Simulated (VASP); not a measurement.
Wanted: the native input for a VASP 6.6.1 run.

```
Task                   : single point
Functional             : PBE
Potentials or basis    : VASP PAW PBE potentials, release 64 (Zr_sv, B)
Cutoff                 : 520 eV
k mesh                 : 20 × 20 × 20
Occupations            : gaussian, width 0.15 eV
Spin                   : no spin polarisation
Dipole correction      : no
Further INCAR settings : ALGO = Normal; EDIFF = 1e-06; NBANDS = 14
```

The structure of ZrB lies in POSCAR:

```
ZrB
1.0
    0.0000000000      2.3905271553      2.1992849829
    2.3905271553      0.0000000000      2.1992849829
    2.3905271553      2.3905271553      0.0000000000
Zr B
1 1
Direct
    0.0000000000      0.0000000000      0.0000000000
    0.5000000000      0.5000000000      0.5000000000
```

This cell differs from its parent crystal: ratio of the length along z to the lengths across it x 0.92, volume and fractional coordinates fixed.

These files were run (other wordings do the same):

INCAR

```
ALGO = Normal ; EDIFF = 1E-6
ENCUT = 520 ; GGA = PE
ISIF = 2 ; ISMEAR = 0
LASPH = True ; LCHARG = True
LELF = True ; LREAL = False
LVHAR = True ; LWAVE = False
NBANDS = 14 ; NELM = 80
PREC = Accurate ; SIGMA = 0.15
```

KPOINTS

```
k-points
0
Gamma
  20 20 20
```

Potentials or basis: VASP PAW PBE potentials, release 64 (Zr_sv, B).

The run is started by

```sh
$ cat potpaw_PBE.64/Zr_sv/POTCAR potpaw_PBE.64/B/POTCAR > POTCAR
$ mpirun -np 1 vasp_std > vasp.out
```

It gave:

* Pressure: 36.1 GPa

It took 67 s on 1 thread of Intel(R) Xeon(R) 6975P-C (Granite Rapids), with other jobs on the host, peak memory 0.34 GiB.
